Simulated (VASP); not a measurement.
# GaN (P6_3mc) in VASP: further runs, part 2 of 2

VASP 6.6.1. The steps go on from the part before.

### Step 3. Vibrations by perturbation theory, LDA

This run uses another cell than the first one, of 11.16 Å³/atom, 1.010 times its volume.

INCAR reads:

```
PREC     = Accurate       # precision mode
ENCUT    = 520            # plane-wave cutoff, eV
EDIFF    = 1E-8           # SCF threshold, eV
ISMEAR   = 0              # smearing method
SIGMA    = 0.01           # smearing width, eV
LREAL    = F              # projectors in reciprocal space
LASPH    = T              # aspherical terms in the spheres
NELM     = 60             # most SCF steps
ALGO     = Normal         # electronic algorithm
ISIF     = 2              # what is computed and relaxed
LWAVE    = F              # write WAVECAR
LCHARG   = F              # write CHGCAR
GGA      = CA             # functional
NBANDS   = 26             # bands
IBRION   = 8              # ionic algorithm
NSW      = 1              # ionic steps
```

KPOINTS reads:

```
Automatic mesh
0
Gamma
  8 8 4
```

POSCAR reads:

```
GaN
1.0
    3.1622520369      0.0000000000      0.0000000000
   -1.5811260184      2.7385905971      0.0000000000
    0.0000000000      0.0000000000      5.1550860067
Ga N
2 2
Direct
    0.3333333333      0.6666666667     -0.0007252486
    0.6666666667      0.3333333333      0.4992747514
    0.3333333333      0.6666666667      0.3757252486
    0.6666666667      0.3333333333      0.8757252486
```

Potentials or basis: VASP PAW LDA potentials, release 64 (Ga_d, N).

Command:

```sh
$ cat potpaw_LDA.64/Ga_d/POTCAR potpaw_LDA.64/N/POTCAR > POTCAR
$ mpirun -np 1 vasp_std > vasp.out
```

OUTCAR:

```text
PREC = Accurate
   ENCUT = 520
   EDIFF = 1E-8
   ISMEAR = 0
   LREAL = F
   LASPH = T
   NELM = 60
   ISIF = 2
   GGA = CA
   IBRION = 8
   NSW = 1

 ion  position               nearest neighbor table
   1  0.333  0.667  0.999-   4 1.93   4 1.93   4 1.93   3 1.94
   2  0.667  0.333  0.499-   3 1.93   3 1.93   3 1.93   4 1.94
   3  0.333  0.667  0.376-   2 1.93   2 1.93   2 1.93   1 1.94
   4  0.667  0.333  0.876-   1 1.93   1 1.93   1 1.93   2 1.94

  LATTYP: Found a hexagonal cell.
 ALAT       =     3.1622520369
 C/A-ratio  =     1.6301945406

  Lattice vectors:

 A1 = (   3.1622520369,   0.0000000000,   0.0000000000)
 A2 = (  -1.5811260184,   2.7385905971,   0.0000000000)
 A3 = (   0.0000000000,   0.0000000000,   5.1550860067)

Analysis of symmetry for initial positions (statically):
=====================================================================
 Subroutine PRICEL returns:
 Original cell was already a primitive cell.

 Routine SETGRP: Setting up the symmetry group for a
 hexagonal supercell.

 Subroutine GETGRP returns: Found 12 space group operations
 (whereof  6 operations were pure point group operations)
 out of a pool of 24 trial point group operations.

[... 922 lines left out ...]
  ---------------------------------------------------
  free energy    TOTEN  =        -0.24450730 eV

  energy without entropy =       -0.24450730

------------------------ aborting loop because EDIFF is reached ----------------------------------------

 INTERNAL STRAIN TENSOR  FOR ION    3  DIRECTION 3   (eV/Angst):
 -----------------------------------------------------------------------------
     5.52980  0.00000 -0.00000
     0.00000  5.52980 -0.00000
     0.00000 -0.00000-10.39878

 INTERNAL STRAIN TENSOR FOR ION    4 for displacements in x,y,z  (eV/Angst):
          X           Y           Z          XY          YZ          ZX
  --------------------------------------------------------------------------------
  x     0.00000    -0.00000     0.00000     9.73942     0.00000     5.51185
  y     9.73942    -9.73942     0.00000    -0.00000     5.80454     0.00000
  z     5.52980     5.52980   -10.39878     0.00000     0.00000     0.00000

 SECOND DERIVATIVES (NOT SYMMETRIZED)
 ------------------------------------
               1X          1Y          1Z          2X          2Y          2Z          3X          3Y          3Z          4X          4Y          4Z
  1X   -13.827115   -0.000000   -0.000000    0.454438    0.000000    0.000000    1.079240    0.000000    0.000000   12.293437    0.000000   -0.000000
  1Y    -0.000000  -13.827115    0.000000    0.000000    0.454438    0.000000    0.000000    1.079240    0.000000    0.000000   12.293437    0.000000
  1Z     0.000000    0.000000  -20.698291   -0.000000    0.000000    8.420498   -0.000000   -0.000000    7.221441   -0.000000    0.000000    5.056352
  2X     0.454438    0.000000    0.000000  -13.827115   -0.000000    0.000000   12.293437    0.000000    0.000000    1.079240    0.000000    0.000000
  2Y     0.000000    0.454438    0.000000   -0.000000  -13.827115    0.000000    0.000000   12.293437   -0.000000    0.000000    1.079240    0.000000
  2Z     0.000000    0.000000    8.420498   -0.000000    0.000000  -20.698291    0.000000   -0.000000    5.056352    0.000000    0.000000    7.221441
  3X     1.063951    0.000000    0.000000   12.278246    0.000000    0.000000  -13.996046   -0.000000   -0.000000    0.653850    0.000000    0.000000
  3Y     0.000000    1.063951   -0.000000    0.000000   12.278246   -0.000000   -0.000000  -13.996046   -0.000000    0.000000    0.653850    0.000000
  3Z    -0.000000    0.000000    7.177718    0.000000   -0.000000    5.086034   -0.000000    0.000000  -18.491060    0.000000   -0.000000    6.227309
  4X    12.278246    0.000000    0.000000    1.063951    0.000000   -0.000000    0.653850    0.000000   -0.000000  -13.996046   -0.000000    0.000000
  4Y     0.000000   12.278246    0.000000    0.000000    1.063951    0.000000    0.000000    0.653850    0.000000   -0.000000  -13.996046    0.000000
  4Z    -0.000000    0.000000    5.086034    0.000000    0.000000    7.177718   -0.000000    0.000000    6.227309    0.000000   -0.000000  -18.491060

 Eigenvectors and eigenvalues of the dynamical matrix
 ----------------------------------------------------

   1 f  =   20.792327 THz   130.642041 2PiTHz  693.557361 cm-1    85.990115 meV
             X         Y         Z           dx          dy          dz
     -0.000000  1.825727  5.151347     0.000000   -0.000000    0.035602
      1.581126  0.912864  2.573804     0.000000    0.000000   -0.035602
     -0.000000  1.825727  1.936896     0.000000   -0.000000   -0.706210
      1.581126  0.912864  4.514439    -0.000000    0.000000    0.706210
[... 71 lines left out ...]
  12 f/i=    0.007127 THz     0.044782 2PiTHz    0.237740 cm-1     0.029476 meV
             X         Y         Z           dx          dy          dz
     -0.000000  1.825727  5.151347    -0.198360   -0.613906   -0.000000
      1.581126  0.912864  2.573804    -0.198360   -0.613906   -0.000000
     -0.000000  1.825727  1.936896    -0.088990   -0.275416   -0.000000
      1.581126  0.912864  4.514439    -0.088990   -0.275416   -0.000000

--------------------------------------------------------------------------------------------------------

 ELASTIC MODULI CONTR FROM IONIC RELAXATION (kBar)
 Direction    XX          YY          ZZ          XY          YZ          ZX
 --------------------------------------------------------------------------------
 XX        -646.4317    289.0037    335.3583     -0.0000     -0.0000     -0.0000
 YY         289.0037   -646.4317    335.3583     -0.0000     -0.0000      0.0000
 ZZ         335.3583    335.3583   -629.3028      0.0000      0.0000      0.0000
 XY          -0.0000     -0.0000      0.0000   -467.7177      0.0000      0.0000
 YZ          -0.0000     -0.0000      0.0000     -0.0000   -154.3050     -0.0000
 ZX          -0.0000      0.0000      0.0000      0.0000     -0.0000   -168.0072
 --------------------------------------------------------------------------------
```

stdout:

```text
POSCAR found type information on POSCAR GaN
 POSCAR found :  2 types and       4 ions
 scaLAPACK will be used
 LDA part: xc-table for (Slater(with rela. corr.)+CA(PZ))
 , standard interpolation
 POSCAR, INCAR and KPOINTS ok, starting setup
 FFT: planning ... GRIDC
 FFT: planning ... GRID_SOFT
 FFT: planning ... GRID
 WAVECAR not read
 entering main loop
 Linear response reoptimize wavefunctions to high precision
 Linear response DOF=           4
 Linear response progress:
 first order change of Fermi-energy   0.14734E-04
 force on displaced ion       1 direction 1 : -13.827   0.001  -0.000
 Linear response progress:
 first order change of Fermi-energy   0.36891E-01
 force on displaced ion       1 direction 3 :  -0.000  -0.000 -20.698
 Linear response progress:
 first order change of Fermi-energy  -0.36954E-04
 force on displaced ion       3 direction 1 : -13.996   0.001  -0.000
 Linear response progress:
 first order change of Fermi-energy  -0.48804E-01
 force on displaced ion       3 direction 3 :  -0.000  -0.000 -18.491
 Linear response finished
```

Wall time 14 min (1 thread of Intel Xeon Platinum 8488C (Sapphire Rapids), shared host); peak memory 0.44 GiB.

What came out:

| Item | Value |
| --- | --- |
| Highest phonon frequency at Γ, LO-TO splitting left out | 694 cm⁻¹ |

Phonon frequencies in cm⁻¹ (negative: imaginary):
```
              q point                                frequencies
(0.000, 0.000, 0.000)  0 0 0 140 140 336 535 558 558 566 566 694
```
